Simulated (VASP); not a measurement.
# Pb (I4_1/amd) in VASP: notebook, part 2 of 2

VASP 6.6.1. The steps go on from the part before.

## Step 4: Single point, PBE (29.97 Å³/atom)

This run uses another cell than the first one, of 29.97 Å³/atom.

INCAR

```
SYSTEM = Pb
  ALGO = Normal
  EDIFF = 1E-6
  ENCUT = 520
  GGA = PE
  ISIF = 2
  ISMEAR = -1
  LASPH = .True.
  LCHARG = .False.
  LREAL = .False.
  LWAVE = .False.
  NBANDS = 21
  NELM = 60
  PREC = Accurate
  SIGMA = 0.05
```

KPOINTS

```
k-points
0
Gamma
  14 14 14
  0 0 0
```

POSCAR

```
Pb
1.0
   -3.0398653938      3.0398653938      1.6214450092
    3.0398653938     -3.0398653938      1.6214450092
    3.0398653938      3.0398653938     -1.6214450092
Pb
2
Direct
   -0.3750000000     -0.1250000000     -0.2500000000
    0.3750000000      0.1250000000      0.2500000000
```

Potentials or basis: VASP PAW PBE potentials, release 64 (Pb_d).

Command:

```sh
$ cat potpaw_PBE.64/Pb_d/POTCAR > POTCAR
$ mpirun -np 1 vasp_std > vasp.out
```

OUTCAR:

```text
SYSTEM = Pb
   EDIFF = 1E-6
   ENCUT = 520
   GGA = PE
   ISIF = 2
   ISMEAR = -1
   LASPH = .True.
   LREAL = .False.
   NELM = 60
   PREC = Accurate

 ion  position               nearest neighbor table
   1  0.625  0.875  0.750-   2 3.15   2 3.15   2 3.15   2 3.15   2 3.89   2 3.89   2 3.89   2 3.89

   2  0.375  0.125  0.250-   1 3.15   1 3.15   1 3.15   1 3.15   1 3.89   1 3.89   1 3.89   1 3.89

  LATTYP: Found a body centered tetragonal cell.
 ALAT       =     6.0797307876
 C/A-ratio  =     0.5333936866

  Lattice vectors:

 A1 = (  -3.0398653938,   3.0398653938,   1.6214450092)
 A2 = (   3.0398653938,  -3.0398653938,   1.6214450092)
 A3 = (   3.0398653938,   3.0398653938,  -1.6214450092)

Analysis of symmetry for initial positions (statically):
=====================================================================
 Subroutine PRICEL returns:
 Original cell was already a primitive cell.

 Routine SETGRP: Setting up the symmetry group for a
 body centered tetragonal supercell.

 Subroutine GETGRP returns: Found 16 space group operations
 (whereof  4 operations were pure point group operations)
 out of a pool of 16 trial point group operations.

The static configuration has the point symmetry C_2h.
 The point group associated with its full space group is D_4h.

Analysis of symmetry for dynamics (positions and initial velocities):
=====================================================================
 Subroutine PRICEL returns:
 Original cell was already a primitive cell.

 Routine SETGRP: Setting up the symmetry group for a
 body centered tetragonal supercell.

 Subroutine GETGRP returns: Found 16 space group operations
 (whereof  4 operations were pure point group operations)
 out of a pool of 16 trial point group operations.

The dynamic configuration has the point symmetry C_2h.
 The point group associated with its full space group is D_4h.

 Subroutine INISYM returns: Found 16 space group operations
 (whereof  4 operations are pure point group operations),
 and found     1 'primitive' translations

----------------------------------------------------------------------------------------

                                     Primitive cell

  volume of cell :      59.9337

  direct lattice vectors                    reciprocal lattice vectors
    -3.039865394  3.039865394  1.621445009     0.000000000  0.164480967  0.308366918
     3.039865394 -3.039865394  1.621445009     0.164480967  0.000000000  0.308366918
     3.039865394  3.039865394 -1.621445009     0.164480967  0.164480967  0.000000000

  length of vectors
     4.594632427  4.594632427  4.594632427     0.349491265  0.349491265  0.232611215

  position of ions in fractional coordinates (direct lattice)
     0.625000000  0.875000000  0.750000000
     0.375000000  0.125000000  0.250000000

  ion indices of the primitive-cell ions
   primitive index   ion index
                 1           1
                 2           2

----------------------------------------------------------------------------------------

 KPOINTS: k-points

Automatic generation of k-mesh.
 Grid dimensions read from file:
 generate k-points for:   14   14   14

 Generating k-lattice:

  Cartesian coordinates                     Fractional coordinates (reciprocal lattice)
     0.000000000  0.011748641  0.022026208     0.071428571  0.000000000  0.000000000
     0.011748641  0.000000000  0.022026208     0.000000000  0.071428571  0.000000000
     0.011748641  0.011748641  0.000000000     0.000000000  0.000000000  0.071428571

  Length of vectors
     0.024963662  0.024963662  0.016615087

  Shift w.r.t. Gamma in fractional coordinates (k-lattice)
     0.000000000  0.000000000  0.000000000

 Subroutine IBZKPT returns following result:
 ===========================================

 Found    244 irreducible k-points:

 Following reciprocal coordinates:
            Coordinates               Weight
  0.000000  0.000000  0.000000      1.000000
  0.071429  0.000000  0.000000      8.000000
  0.142857  0.000000  0.000000      8.000000
  0.214286  0.000000 -0.000000      8.000000
  0.285714  0.000000  0.000000      8.000000
  0.357143  0.000000  0.000000      8.000000
[... 16 lines left out ...]
  0.214286  0.142857 -0.000000     16.000000
  0.285714  0.142857 -0.000000     16.000000
 [... further k-points ...]
   k-points           NKPTS =    244   k-points in BZ     NKDIM =    244   number of bands    NBANDS=     21
   number of dos      NEDOS =    301   number of ions     NIONS =      2
   total plane-waves  NPLWV =  46656
   dimension x,y,z NGX =    36 NGY =   36 NGZ =   36
   dimension x,y,z NGXF=    72 NGYF=   72 NGZF=   72
   ions per type =               2
   NGX,Y,Z   is equivalent  to a cutoff of  13.03, 13.03, 13.03 a.u.
   NGXF,Y,Z  is equivalent  to a cutoff of  26.05, 26.05, 26.05 a.u.
 SYSTEM =  Pb
   PREC   = accura    normal or accurate (medium, high low for compatibility)
   ISTART =      0    job   : 0-new  1-cont  2-samecut
   ICHARG =      2    charge: 1-file 2-atom 10-const
   ISPIN  =      1    spin polarized calculation?
   LNONCOLLINEAR =      F non collinear calculations
   LSORBIT =      F    spin-orbit coupling
   LASPH  =      T    aspherical Exc in radial PAW
   ENCUT  =  520.0 eV  38.22 Ry    6.18 a.u.   8.54  8.54  8.54*2*pi/ulx,y,z
   NELM   =     60;   NELMIN=  2; NELMDL= -5     # of ELM steps
   EDIFF  = 0.1E-05   stopping-criterion for ELM
   LREAL  =      F    real-space projection
   EDIFFG = 0.1E-04   stopping-criterion for IOM
   NSW    =      0    number of steps for IOM
   IBRION =     -1    ionic relax: 0-MD 1-quasi-New 2-CG
   NFREE  =      0    steps in history (QN), initial steepest desc. (CG)
   ISIF   =      2    stress and relaxation
   ISYM   =      2    0-nonsym 1-usesym 2-fastsym
   POTIM  = 0.5000    time-step for ionic-motion
   TEBEG  =    0.0;   TEEND  =   0.0 temperature during run
   PSTRESS=    0.0 pullay stress
   NELECT =      28.0000    total number of electrons
   NUPDOWN=      -1.0000    fix difference up-down
   EMIN   =  10.00;   EMAX   =-10.00  energy-range for DOS
   EFERMI =   0.00;   METHOD = LEGACY
   ISMEAR =    -1;   SIGMA  =   0.05  broadening in eV -4-tet -1-fermi 0-gaus
   EFERMI_NEDOS =   21; number of points for ismear=-14 and -15
   IALGO  =     38    algorithm
   IMIX   =      4    mixing-type and parameters
     AMIX     =   0.40;   BMIX     =  1.00
     AMIX_MAG =   1.60;   BMIX_MAG =  1.00
  volume/ion in A,a.u.               =      29.97       202.23
  Fermi-wavevector in a.u.,A,eV,Ry     =   1.270293  2.400505 21.954960  1.613644
  Thomas-Fermi vector in A             =   2.403288
   LORBIT       =      0    0 simple, 1 ext, 2 COOP (PROOUT), +10 PAW based schemes
   GGA     = PE    functional components
   LHFCALC =     F    Hartree Fock is set to
   AEXX    =    0.0000 exact exchange contribution
   IVDW    =     0    specifies the selected vdW correction
   LEPSILON=     F    determine dielectric tensor
   LRPA    =     F    only Hartree local field effects (RPA)
 non-spin polarized calculation
  energy-cutoff  :      520.00
  volume of cell :       59.93
 maximum number of plane-waves:      1638
 NGX is ok and might be reduce to    36
   NGX = 17   NGY = 17   NGZ = 17

 number of electron      28.0000007 magnetization

 Free energy of the ion-electron system (eV)
  ---------------------------------------------------
  ext. energy  EPLUGINS =         0.00000000
  ---------------------------------------------------
  free energy    TOTEN  =        -6.76420226 eV

  energy without entropy =       -6.75481370  energy(sigma->0) =       -6.75950798

 E-fermi :   7.2273     XC(G=0): -10.1780

 val. band max:        7.2247138605   @ k =  -0.3571  -0.3571   0.0714
 cond. band min:       7.2466433288   @ k =  -0.2857   0.3571   0.1429
 fundamental gap:      0.0219294682
 Fermi energy:         7.2273481487

 k-point     1 :       0.0000    0.0000    0.0000
  band No.  band energies     occupation
      1     -10.0777      2.00000
      2      -9.9574      2.00000
      3      -9.8919      2.00000
      4      -9.8886      2.00000
      5      -9.5616      2.00000
      6      -9.5616      2.00000
[... 13 lines left out ...]
     20      16.6902      0.00000
     21      17.7825      0.00000
[... 529 lines left out ...]
 k-point    24 :       0.2857    0.1429   -0.0000
  band No.  band energies     occupation
      1      -9.9849      2.00000
      2      -9.8286      2.00000
      3      -9.7678      2.00000
      4      -9.7482      2.00000
      5      -9.6903      2.00000
      6      -9.6868      2.00000
[... 13 lines left out ...]
     20      14.7749      0.00000
     21      16.0585      0.00000

 [... further k-points ...]

------------------------ aborting loop because EDIFF is reached ----------------------------------------

  FORCE on cell =-STRESS in cart. coord.  units (eV):
  Direction    XX          YY          ZZ          XY          YZ          ZX
  --------------------------------------------------------------------------------------
  -------------------------------------------------------------------------------------
  Total        1.8525635      1.8525635      1.8668903     -0.0000000     -0.0000000     -0.0000000
  in kB       49.5236645     49.5236645     49.9066548     -0.0000000     -0.0000000     -0.0000000
  external PRESSURE =      49.6513279 kB  Pullay stress =       0.0000000 kB

 VOLUME and BASIS-vectors are now :
 -----------------------------------------------------------------------------
  energy-cutoff  :      520.00
  volume of cell :       59.93
      direct lattice vectors                 reciprocal lattice vectors
    -3.039865394  3.039865394  1.621445009     0.000000000  0.164480967  0.308366918
     3.039865394 -3.039865394  1.621445009     0.164480967  0.000000000  0.308366918
     3.039865394  3.039865394 -1.621445009     0.164480967  0.164480967  0.000000000

 POSITION                                       TOTAL-FORCE (eV/Angst)
 -----------------------------------------------------------------------------------
      3.03987      1.51993      1.21608        -0.000000     -0.000000     -0.000000
     -0.00000      1.51993      0.40536         0.000000      0.000000      0.000000
 -----------------------------------------------------------------------------------
    total drift:                               -0.000000     -0.000000      0.000000

  FREE ENERGIE OF THE ION-ELECTRON SYSTEM (eV)
  ---------------------------------------------------
  free  energy   TOTEN  =        -6.7642022621 eV

  energy  without entropy=       -6.7548137040  energy(sigma->0) =       -6.75950798
```

OSZICAR:

```text
N       E                     dE             d eps       ncg     rms          rms(c)
DAV:   1     0.292350529011E+03    0.29235E+03   -0.14260E+04 10256   0.163E+03
DAV:   2     0.139439208030E+02   -0.27841E+03   -0.27215E+03 10333   0.407E+02
DAV:   3    -0.613374075585E+01   -0.20078E+02   -0.19894E+02 12437   0.135E+02
DAV:   4    -0.675675135114E+01   -0.62301E+00   -0.62245E+00 12171   0.270E+01
DAV:   5    -0.678774541738E+01   -0.30994E-01   -0.30993E-01 14129   0.553E+00    0.107E+00
DAV:   6    -0.676842843660E+01    0.19317E-01   -0.42276E-02 14450   0.284E+00    0.559E-01
DAV:   7    -0.676417005557E+01    0.42584E-02   -0.17693E-02 14215   0.189E+00    0.159E-01
DAV:   8    -0.676422031884E+01   -0.50263E-04   -0.16525E-03 14205   0.510E-01    0.167E-02
DAV:   9    -0.676420606445E+01    0.14254E-04   -0.66908E-05 13798   0.126E-01    0.919E-03
DAV:  10    -0.676420201974E+01    0.40447E-05   -0.41721E-06 10820   0.183E-02    0.750E-04
DAV:  11    -0.676420226213E+01   -0.24239E-06   -0.41848E-07  7134   0.811E-03
   1 F= -.67642023E+01 E0= -.67595080E+01  d E =-.938856E-02
```

Run time: 1.9 min. Hardware: 1 thread of Intel Xeon 6975P-C (Granite Rapids), shared host; peak memory 0.37 GiB.

Results:

| Item | Value |
| --- | --- |
| Free energy | -6.7642 eV |
| Pressure | 5.0 GPa |
| Band gap on the k mesh | zero (bands 14 and 15 overlap by 3.29 eV) |

Caveat: the cell stands under pressure; spin-orbit coupling is left out, which moves the levels of the heavy elements.

## Step 5: Single point, PBE

This run uses another cell than the first one, of 33.30 Å³/atom.

INCAR

```
SYSTEM = Pb
PREC     = Accurate       ! precision mode
ENCUT    = 520            ! plane-wave cutoff, eV
EDIFF    = 1E-6           ! SCF threshold, eV
ISMEAR   = -1             ! smearing method
SIGMA    = 0.05           ! smearing width, eV
LREAL    = .FALSE.        ! projectors in reciprocal space
LASPH    = .TRUE.         ! aspherical terms in the spheres
NELM     = 80             ! most SCF steps
ALGO     = Normal         ! electronic algorithm
ISIF     = 2              ! what is computed and relaxed
LWAVE    = .FALSE.        ! write WAVECAR
LCHARG   = .FALSE.        ! write CHGCAR
GGA      = PE             ! functional
NBANDS   = 21             ! bands
```

KPOINTS

```
regular mesh
0
G
  14 14 14
  0 0 0
```

POSCAR

```
Pb
1.0
   -3.1485228551      3.1485228551      1.6794022131
    3.1485228551     -3.1485228551      1.6794022131
    3.1485228551      3.1485228551     -1.6794022131
Pb
2
Direct
   -0.3750000000     -0.1250000000     -0.2500000000
    0.3750000000      0.1250000000      0.2500000000
```

Command:

```sh
$ cat potpaw_PBE.64/Pb_d/POTCAR > POTCAR
$ mpirun -np 1 vasp_std > vasp.out
```

Wall time 1.9 min (1 thread of Intel Xeon 6975P-C (Granite Rapids), shared host); peak memory 0.4 GiB.

It converged, with:

```
Free energy            : -6.8593 eV
Pressure               : -0.1 GPa
Band gap on the k mesh : zero (bands 14 and 15 overlap by 2.82 eV)
```

Levels at points of the mesh, in eV from the Fermi level:
```tsv
k point	band 11	band 12	band 13	band 14	band 15	band 16	band 17	band 18
(0.00, 0.00, 0.00)	-11.16	-6.10	-1.53	-1.53	3.69	5.42	5.42	6.42
(0.50, 0.00, 0.00)	-7.98	-6.36	-2.68	-1.30	-0.61	2.49	2.87	4.00
(0.50, 0.50, 0.00)	-9.34	-9.34	0.84	0.84	0.84	0.84	5.71	5.71
(0.50, 0.50, 0.50)	-8.60	-8.60	-3.86	-3.86	5.09	5.09	7.95	7.95
```

Caveat: spin-orbit coupling is left out, which moves the levels of the heavy elements.

## Step 6: The runs side by side

```tsv
cell	gap on the mesh (eV)	pressure (GPa)
a = 4.418 Å, angles 97.2, 97.2, 138.7°, 2 atoms	none	14.1
a = 4.595 Å, angles 97.2, 97.2, 138.7°, 2 atoms	none	5.0
a = 4.759 Å, angles 97.2, 97.2, 138.7°, 2 atoms	none	-0.1
```

Alike in all rows: task single point; level PBE; potentials or basis VASP PAW PBE potentials, release 64 (Pb_d); no spin polarisation; k mesh 14 × 14 × 14; cutoff (eV) 520; smearing fermi-dirac 0.05 eV.

Caveats: spin-orbit coupling is left out, which moves the levels of the heavy elements; the cell stands under pressure (at least some runs).

Absolute energies hang on the potentials; compare differences alone.

The gap in the log of VASP goes by the Fermi energy; the results here count the filled bands.